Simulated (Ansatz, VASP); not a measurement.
## One calculation of WS2, two programs

The input INCAR:

```
PREC = Accurate
ENCUT = 520
EDIFF = 1E-6
ISMEAR = 0
SIGMA = 0.05
LREAL = False
LASPH = True
NELM = 100
ALGO = Normal
ISIF = 2
LWAVE = False
LCHARG = False
GGA = PS
NBANDS = 35
```

Contents of KPOINTS:

```
regular mesh
0
Gamma
  12 12 2
```

File POSCAR:

```
WS2
1.0
    3.3154872080      0.0000000000      0.0000000000
   -1.6577436040      2.8712961481      0.0000000000
    0.0000000000      0.0000000000     22.9216208124
W S
2 4
Direct
    0.3333333333      0.6666666667      0.6345659624
    0.6666666667      0.3333333333      0.3654340376
    0.3333333333      0.6666666667      0.2989660749
    0.6666666667      0.3333333333      0.5680485953
    0.3333333333      0.6666666667      0.4319514047
    0.6666666667      0.3333333333      0.7010339251
```

Input for Ansatz:

```yaml
crystal:
  lattice:
    - [3.315487208, 0.0, 0.0]
    - [-1.657743604, 2.8712961481, 0.0]
    - [0.0, 0.0, 22.9216208124]
  atoms:
    - { symbol: W, position: [0.3333333333, 0.6666666667, 0.6345659624] }
    - { symbol: W, position: [0.6666666667, 0.3333333333, 0.3654340376] }
    - { symbol: S, position: [0.3333333333, 0.6666666667, 0.2989660749] }
    - { symbol: S, position: [0.6666666667, 0.3333333333, 0.5680485953] }
    - { symbol: S, position: [0.3333333333, 0.6666666667, 0.4319514047] }
    - { symbol: S, position: [0.6666666667, 0.3333333333, 0.7010339251] }
basis:
  ecutwfc: 420
kpoints:
  mp_grid: { grid: [12, 12, 2] }
hamiltonian:
  xc: pbesol
  pseudopotentials: { kind: paw, azcp: { folder: soft_1 } }
scf:
  occupations: { method: gaussian, width: 0.05 }
output:
  forces: true
  stress: true
  eigenvalues: true
```

Alike in both runs: task single point; functional PBEsol; k mesh 12 × 12 × 2; occupations gaussian, width 0.05 eV; no spin polarisation.

```csv
,VASP,Ansatz
version,VASP 6.6.1,Ansatz 0.2.0
potentials or method,"VASP PAW PBE potentials, release 64 (W_sv, S), cutoff 520 eV","scalar-relativistic, plane waves, PAW"
valence electrons in the cell,52,52
```

VASP gave:

- gap on the k mesh at the Fermi level (eV): 0.55
- least direct gap on the mesh (eV): 1.31
- rms of the force components (eV/Å): 0.124

**Question.** Which values does Ansatz return?

**Answer.** gap on the k mesh at the Fermi level (eV): 0.53; least direct gap on the mesh (eV): 1.31; rms of the force components (eV/Å): 0.132.

VASP's potentials were made for PBE, not for PBEsol, and Ansatz warns of the same on its side. Atom by atom the forces differ by 0.008 eV/Å (rms over components).

Neither program's run includes spin-orbit coupling.
